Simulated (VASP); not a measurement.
# Si3N4 (Fd-3m) in VASP: relaxation of the atoms with r2SCAN

Aim: the relaxation of the atoms of Si3N4 with r2SCAN.

Program: VASP 6.6.1. These are calculated values, not measurements. Logs are shortened: lines on timing, memory, paths and dates and some standing lists are left out, and cuts for length are marked.

## 1. The cell of the first run

It takes space group Fd-3m (No. 227, cubic). Conventional cell: a = 7.572 Å, b = 7.572 Å, c = 7.572 Å, α = 90.00°, β = 90.00°, γ = 90.00°. Within 2.4 Å of Si (site symmetry -3m) lie 6 N at 1.84 Å. Within 2.3 Å of Si (site symmetry -43m) lie 4 N at 1.73 Å. Within 2.3 Å of N (site symmetry 3m) lie 4 Si at 1.73 to 1.84 Å.

## 2. Relaxation of the atoms, r2SCAN (7.75 Å³/atom)

The input, POSCAR:

```
Si3N4
1.0
    0.0000000000      3.7862320452      3.7862320452
    3.7862320452      0.0000000000      3.7862320452
    3.7862320452      3.7862320452      0.0000000000
Si N
6 8
Direct
    0.1250000000      0.1250000000      0.6250000000
    0.1250000000      0.6250000000      0.1250000000
    0.6250000000      0.1250000000      0.1250000000
    0.1250000000      0.1250000000      0.1250000000
    0.7500000000      0.7500000000      0.7500000000
    0.5000000000      0.5000000000      0.5000000000
    0.3677359935      0.3677359935      0.3677359935
    0.3532079806      0.8822640065      0.8822640065
    0.8822640065      0.8822640065      0.3532079806
    0.8822640065      0.3532079806      0.8822640065
    0.3677359935      0.3677359935      0.8967920194
    0.3677359935      0.8967920194      0.3677359935
    0.8822640065      0.8822640065      0.8822640065
    0.8967920194      0.3677359935      0.3677359935
```

The input, INCAR.step1:

```
SYSTEM = Si3N4
PREC = Accurate
ENCUT = 520
ISMEAR = 0
SIGMA = 0.02
LREAL = .FALSE.
LASPH = .TRUE.
NELM = 80
GGA = PE
ALGO = Normal
EDIFF = 1E-4
LWAVE = .TRUE.
LCHARG = .FALSE.
```

The input, INCAR.step2:

```
SYSTEM = Si3N4
PREC = Accurate
ENCUT = 520
EDIFF = 1E-7
ISMEAR = 0
SIGMA = 0.02
LREAL = .FALSE.
LASPH = .TRUE.
NELM = 80
ALGO = Normal
ISIF = 2
LWAVE = .FALSE.
LCHARG = .FALSE.
METAGGA = R2SCAN
LMIXTAU = .TRUE.
IBRION = 2
NSW = 50
EDIFFG = -0.01
ISTART = 1
```

The input, KPOINTS:

```
Automatic mesh
0
G
  6 6 6
  0 0 0
```

Potentials or basis: VASP PAW PBE potentials, release 64 (Si, N).

Command:

```sh
$ cat potpaw_PBE.64/Si/POTCAR potpaw_PBE.64/N/POTCAR > POTCAR
$ cp INCAR.step1 INCAR
$ mpirun -np 1 vasp_std > vasp.out
$ cp INCAR.step2 INCAR
$ mpirun -np 1 vasp_std > vasp.out
```

OUTCAR:

```text
SYSTEM = Si3N4
   PREC = Accurate
   ENCUT = 520
   EDIFF = 1E-7
   ISMEAR = 0
   LREAL = .FALSE.
   LASPH = .TRUE.
   NELM = 80
   ISIF = 2
   METAGGA = R2SCAN
   IBRION = 2
   NSW = 50
   EDIFFG = -0.01
   ISTART = 1

 ion  position               nearest neighbor table
   1  0.125  0.125  0.625-   7 1.84  13 1.84  10 1.84  12 1.84   8 1.84  14 1.84   4 2.68   2 2.68
                             3 2.68   4 2.68   2 2.68   3 2.68   6 3.14   5 3.14   5 3.14   6 3.14
   2  0.125  0.625  0.125-   7 1.84  13 1.84   9 1.84  11 1.84   8 1.84  14 1.84   4 2.68   1 2.68
                             1 2.68   3 2.68   4 2.68   3 2.68   6 3.14   5 3.14   5 3.14   6 3.14
   3  0.625  0.125  0.125-   7 1.84  13 1.84  10 1.84  11 1.84  12 1.84   9 1.84   4 2.68   1 2.68
                             2 2.68   1 2.68   2 2.68   4 2.68   6 3.14   5 3.14   6 3.14   5 3.14
   4  0.125  0.125  0.125-   8 1.84   9 1.84  10 1.84  11 1.84  12 1.84  14 1.84   1 2.68   2 2.68
                             3 2.68   1 2.68   2 2.68   3 2.68   5 3.14   6 3.14   5 3.14   6 3.14
   5  0.750  0.750  0.750-   9 1.73   8 1.73  10 1.73  13 1.73   2 3.14   3 3.14   1 3.14   2 3.14
                             3 3.14   4 3.14   1 3.14   3 3.14   4 3.14   1 3.14   2 3.14   4 3.14
   6  0.500  0.500  0.500-  11 1.73  12 1.73  14 1.73   7 1.73   2 3.14   3 3.14   2 3.14   3 3.14
                             4 3.14   1 3.14   1 3.14   2 3.14   4 3.14   1 3.14   3 3.14   4 3.14
   7  0.368  0.368  0.368-   6 1.73   2 1.84   3 1.84   1 1.84
   8  0.353  0.882  0.882-   5 1.73   4 1.84   1 1.84   2 1.84
   9  0.882  0.882  0.353-   5 1.73   4 1.84   2 1.84   3 1.84
  10  0.882  0.353  0.882-   5 1.73   4 1.84   1 1.84   3 1.84
  11  0.368  0.368  0.897-   6 1.73   4 1.84   2 1.84   3 1.84
  12  0.368  0.897  0.368-   6 1.73   4 1.84   1 1.84   3 1.84
  13  0.882  0.882  0.882-   5 1.73   2 1.84   3 1.84   1 1.84
  14  0.897  0.368  0.368-   6 1.73   4 1.84   1 1.84   2 1.84

  LATTYP: Found a face centered cubic cell.
 ALAT       =     7.5724640904

  Lattice vectors:

 A1 = (   0.0000000000,   3.7862320452,   3.7862320452)
 A2 = (   3.7862320452,   0.0000000000,   3.7862320452)
 A3 = (   3.7862320452,   3.7862320452,   0.0000000000)

Analysis of symmetry for initial positions (statically):
=====================================================================
 Subroutine PRICEL returns:
 Original cell was already a primitive cell.

 Routine SETGRP: Setting up the symmetry group for a
 face centered cubic supercell.

 Subroutine GETGRP returns: Found 48 space group operations
 (whereof 24 operations were pure point group operations)
 out of a pool of 48 trial point group operations.

The static configuration has the point symmetry T_d .
 The point group associated with its full space group is O_h .

Analysis of symmetry for dynamics (positions and initial velocities):
=====================================================================
 Subroutine PRICEL returns:
 Original cell was already a primitive cell.

 Routine SETGRP: Setting up the symmetry group for a
 face centered cubic supercell.

 Subroutine GETGRP returns: Found 48 space group operations
 (whereof 24 operations were pure point group operations)
 out of a pool of 48 trial point group operations.

The dynamic configuration has the point symmetry T_d .
 The point group associated with its full space group is O_h .

 Subroutine INISYM returns: Found 48 space group operations
 (whereof 24 operations are pure point group operations),
 and found     1 'primitive' translations

----------------------------------------------------------------------------------------

                                     Primitive cell

  volume of cell :     108.5555

  direct lattice vectors                    reciprocal lattice vectors
     0.000000000  3.786232045  3.786232045    -0.132057411  0.132057411  0.132057411
     3.786232045  0.000000000  3.786232045     0.132057411 -0.132057411  0.132057411
     3.786232045  3.786232045  0.000000000     0.132057411  0.132057411 -0.132057411

  length of vectors
     5.354540709  5.354540709  5.354540709     0.228730145  0.228730145  0.228730145

  position of ions in fractional coordinates (direct lattice)
     0.125000000  0.125000000  0.625000000
     0.125000000  0.625000000  0.125000000
     0.625000000  0.125000000  0.125000000
     0.125000000  0.125000000  0.125000000
     0.750000000  0.750000000  0.750000000
     0.500000000  0.500000000  0.500000000
     0.367735993  0.367735993  0.367735993
     0.353207981  0.882264007  0.882264007
     0.882264007  0.882264007  0.353207981
     0.882264007  0.353207981  0.882264007
     0.367735993  0.367735993  0.896792019
     0.367735993  0.896792019  0.367735993
     0.882264007  0.882264007  0.882264007
     0.896792019  0.367735993  0.367735993

  ion indices of the primitive-cell ions
   primitive index   ion index
                 1           1
                 2           2
                 3           3
                 4           4
                 5           5
                 6           6
                 7           7
                 8           8
                 9           9
                10          10
                11          11
                12          12
                13          13
                14          14

----------------------------------------------------------------------------------------

 KPOINTS: Automatic mesh

Automatic generation of k-mesh.
 Grid dimensions read from file:
 generate k-points for:    6    6    6

 Generating k-lattice:

  Cartesian coordinates                     Fractional coordinates (reciprocal lattice)
    -0.022009568  0.022009568  0.022009568     0.166666667  0.000000000  0.000000000
     0.022009568 -0.022009568  0.022009568     0.000000000  0.166666667  0.000000000
     0.022009568  0.022009568 -0.022009568     0.000000000  0.000000000  0.166666667

  Length of vectors
     0.038121691  0.038121691  0.038121691

  Shift w.r.t. Gamma in fractional coordinates (k-lattice)
     0.000000000  0.000000000  0.000000000

 Subroutine IBZKPT returns following result:
 ===========================================

 Found     16 irreducible k-points:

 Following reciprocal coordinates:
            Coordinates               Weight
  0.000000  0.000000  0.000000      1.000000
  0.166667  0.000000  0.000000      8.000000
  0.333333  0.000000  0.000000      8.000000
  0.500000  0.000000  0.000000      4.000000
  0.166667  0.166667  0.000000      6.000000
  0.333333  0.166667  0.000000     24.000000
[... 8 lines left out ...]
 -0.333333  0.333333  0.166667     24.000000
 -0.333333  0.500000  0.166667     12.000000
   k-points           NKPTS =     16   k-points in BZ     NKDIM =     16   number of bands    NBANDS=     40
   number of dos      NEDOS =    301   number of ions     NIONS =     14
   total plane-waves  NPLWV =  64000
   dimension x,y,z NGX =    40 NGY =   40 NGZ =   40
   dimension x,y,z NGXF=    80 NGYF=   80 NGZF=   80
   ions per type =               6   8
   NGX,Y,Z   is equivalent  to a cutoff of  12.42, 12.42, 12.42 a.u.
   NGXF,Y,Z  is equivalent  to a cutoff of  24.84, 24.84, 24.84 a.u.
 SYSTEM =  Si3N4
   PREC   = accura    normal or accurate (medium, high low for compatibility)
   ISTART =      1    job   : 0-new  1-cont  2-samecut
   ICHARG =      0    charge: 1-file 2-atom 10-const
   ISPIN  =      1    spin polarized calculation?
   LNONCOLLINEAR =      F non collinear calculations
   LSORBIT =      F    spin-orbit coupling
   LASPH  =      T    aspherical Exc in radial PAW
   ENCUT  =  520.0 eV  38.22 Ry    6.18 a.u.   9.96  9.96  9.96*2*pi/ulx,y,z
   NELM   =     80;   NELMIN=  2; NELMDL=  0     # of ELM steps
   EDIFF  = 0.1E-06   stopping-criterion for ELM
   LREAL  =      F    real-space projection
   EDIFFG = -.1E-01   stopping-criterion for IOM
   NSW    =     50    number of steps for IOM
   IBRION =      2    ionic relax: 0-MD 1-quasi-New 2-CG
   NFREE  =      1    steps in history (QN), initial steepest desc. (CG)
   ISIF   =      2    stress and relaxation
   ISYM   =      2    0-nonsym 1-usesym 2-fastsym
   POTIM  = 0.5000    time-step for ionic-motion
   TEBEG  =    0.0;   TEEND  =   0.0 temperature during run
   PSTRESS=    0.0 pullay stress
   NELECT =      64.0000    total number of electrons
   NUPDOWN=      -1.0000    fix difference up-down
   EMIN   =  10.00;   EMAX   =-10.00  energy-range for DOS
   EFERMI =   0.00;   METHOD = LEGACY
   ISMEAR =     0;   SIGMA  =   0.02  broadening in eV -4-tet -1-fermi 0-gaus
   EFERMI_NEDOS =   21; number of points for ismear=-14 and -15
   IALGO  =     38    algorithm
   IMIX   =      4    mixing-type and parameters
     AMIX     =   0.40;   BMIX     =  1.00
     AMIX_MAG =   1.60;   BMIX_MAG =  1.00
  volume/ion in A,a.u.               =       7.75        52.33
  Fermi-wavevector in a.u.,A,eV,Ry     =   1.372727  2.594078 25.638549  1.884380
  Thomas-Fermi vector in A             =   2.498308
   LORBIT       =      0    0 simple, 1 ext, 2 COOP (PROOUT), +10 PAW based schemes
   METAGGA = R2SCAN    functional components
   LHFCALC =     F    Hartree Fock is set to
   AEXX    =    0.0000 exact exchange contribution
   IVDW    =     0    specifies the selected vdW correction
   LEPSILON=     F    determine dielectric tensor
   LRPA    =     F    only Hartree local field effects (RPA)
 conjugate gradient relaxation of ions
 non-spin polarized calculation
 Gauss-broadening in eV      SIGMA  =   0.02
  energy-cutoff  :      520.00
  volume of cell :      108.56
 maximum number of plane-waves:      2954
   NGX = 19   NGY = 19   NGZ = 19

--------------------------------------- Ionic step        1  -------------------------------------------

 number of electron      64.0000002 magnetization

 Free energy of the ion-electron system (eV)
  ---------------------------------------------------
  ext. energy  EPLUGINS =         0.00000000
  ---------------------------------------------------
  free energy    TOTEN  =      -141.34275716 eV

  energy without entropy =     -141.34275716  energy(sigma->0) =     -141.34275716

------------------------ aborting loop because EDIFF is reached ----------------------------------------

  FORCE on cell =-STRESS in cart. coord.  units (eV):
  Direction    XX          YY          ZZ          XY          YZ          ZX
  --------------------------------------------------------------------------------------
  -------------------------------------------------------------------------------------
  Total       15.4694490     15.4694490     15.4694490      0.0000000     -0.0000000      0.0000000
  in kB      228.3146346    228.3146346    228.3146346      0.0000000     -0.0000000      0.0000000
  external PRESSURE =     228.3146346 kB  Pullay stress =       0.0000000 kB
[... 81 lines left out ...]
  energy  without entropy=     -141.3395491615  energy(sigma->0) =     -141.33954916

--------------------------------------- Ionic step        3  -------------------------------------------

 number of electron      64.0000003 magnetization

 Free energy of the ion-electron system (eV)
  ---------------------------------------------------
  ext. energy  EPLUGINS =         0.00000000
  ---------------------------------------------------
  free energy    TOTEN  =      -141.34418096 eV

  energy without entropy =     -141.34418096  energy(sigma->0) =     -141.34418096

 E-fermi :  10.1348     XC(G=0): -13.2601

 val. band max:       10.0264638772   @ k =  -0.1667   0.1667   0.0000
 cond. band min:      14.3300718378   @ k =   0.0000   0.0000   0.0000
 fundamental gap:      4.3036079606
 Fermi energy:        10.1348297893

 k-point     1 :       0.0000    0.0000    0.0000
  band No.  band energies     occupation
      1     -10.4934      2.00000
      2      -6.8658      2.00000
      3      -5.8996      2.00000
      4      -5.8996      2.00000
      5      -5.8996      2.00000
      6      -4.7765      2.00000
[... 718 lines left out ...]
  FREE ENERGIE OF THE ION-ELECTRON SYSTEM (eV)
  ---------------------------------------------------
  free  energy   TOTEN  =      -141.3441809614 eV

  energy  without entropy=     -141.3441809614  energy(sigma->0) =     -141.34418096

 reached required accuracy - stopping structural energy minimisation
```

Wall time 20 min (1 thread of Oxide Virtual Turin-like, shared host); peak memory 0.25 GiB.

Results:

```
Free energy               : -141.3442 eV
Energy gained by relaxing : 0.1 meV/atom
Ionic steps               : 3
Pressure after relaxing   : 22.7 GPa
Band gap on the k mesh    : 4.30 eV
```

The path:
| step | energy change (eV) | largest force (eV/Å) | pressure (GPa) |
| --- | --- | --- | --- |
| 1 | 0.0000 | 0.1433 | 22.83 |
| 2 | 0.0032 | 0.2619 | 22.54 |
| 3 | -0.0014 | 0.0014 | 22.72 |

Final structure:
```xyz
14
Lattice="0.0000 3.7862 3.7862 3.7862 0.0000 3.7862 3.7862 3.7862 0.0000" Properties=species:S:1:pos:R:3 pbc="T T T"
Si    2.8397    2.8397    0.9466
Si    2.8397    0.9466    2.8397
Si    0.9466    2.8397    2.8397
Si    0.9466    0.9466    0.9466
Si    5.6793    5.6793    5.6793
Si    3.7862    3.7862    3.7862
N     2.7861    2.7861    2.7861
N     6.6795    4.6792    4.6792
N     4.6792    4.6792    6.6795
N     4.6792    6.6795    4.6792
N     4.7864    4.7864    2.7861
N     4.7864    2.7861    4.7864
N     6.6795    6.6795    6.6795
N     2.7861    4.7864    4.7864
```

Levels at points of the mesh, in eV from the valence-band top:
| k point | band 30 | band 31 | band 32 | band 33 | band 34 | band 35 |
| --- | --- | --- | --- | --- | --- | --- |
| (0.00, 0.00, 0.00) | 0.00 | 0.00 | 0.00 | 4.30 | 4.30 | 4.30 |
| (0.50, 0.00, 0.00) | -0.50 | -0.44 | -0.44 | 5.98 | 6.70 | 6.70 |
| (0.50, 0.50, 0.00) | -1.24 | -0.57 | -0.57 | 7.76 | 7.76 | 8.07 |

Caveat: the PAW data sets were made with another functional, which shifts forces and pressure a little. A k mesh can miss the band edges.
